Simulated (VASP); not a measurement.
Cs2Na: single point with PBE

The system is Cs2Na.

```
Cs Na
1.0
    -2.81338    2.81338    7.97278
     2.81338   -2.81338    7.97278
     2.81338    2.81338   -7.97278
Cs Na
2 1
Cartesian
  0.0000 0.0000 10.3155
  0.0000 0.0000 5.6300
  0.0000 0.0000 0.0000
```

```
Program                : VASP 6.6.1
Task                   : single point
Functional             : PBE
Potentials or basis    : VASP PAW PBE potentials, release 64 (Cs_sv, Na_pv)
Cutoff                 : 520 eV
k mesh                 : 6 × 6 × 6
Occupations            : gaussian, width 0.1 eV
Spin                   : no spin polarisation
Dipole correction      : no
Further INCAR settings : ALGO = Fast; EDIFF = 1e-07; NBANDS = 20
```

The pressure is 0.0 GPa.

Stress tensor (GPa, compression positive):
```
-0.07  0.00  0.00
 0.00 -0.07  0.00
 0.00  0.00  0.09
```

Levels at points of the mesh, in eV from the Fermi level:
| k point | band 9 | band 10 | band 11 | band 12 | band 13 | band 14 | band 15 | band 16 |
| --- | --- | --- | --- | --- | --- | --- | --- | --- |
| (0.00, 0.00, 0.00) | -10.51 | -10.51 | -10.48 | -2.02 | 0.13 | 0.84 | 1.31 | 1.72 |
| (0.50, 0.00, 0.00) | -10.54 | -10.52 | -10.50 | -0.63 | -0.47 | 0.32 | 0.97 | 1.78 |
| (0.50, 0.50, 0.00) | -10.55 | -10.53 | -10.52 | -0.30 | 0.58 | 0.61 | 0.66 | 1.22 |
| (0.50, 0.50, 0.50) | -10.57 | -10.50 | -10.50 | -1.44 | -1.09 | 0.97 | 1.20 | 2.16 |

Run time: 5.1 min on 1 thread of AMD EPYC 9R45 96-Core Processor (Zen 5), with other jobs on the host, peak memory 0.66 GiB.

Caveat: spin-orbit coupling is left out, which moves the levels of the heavy elements.
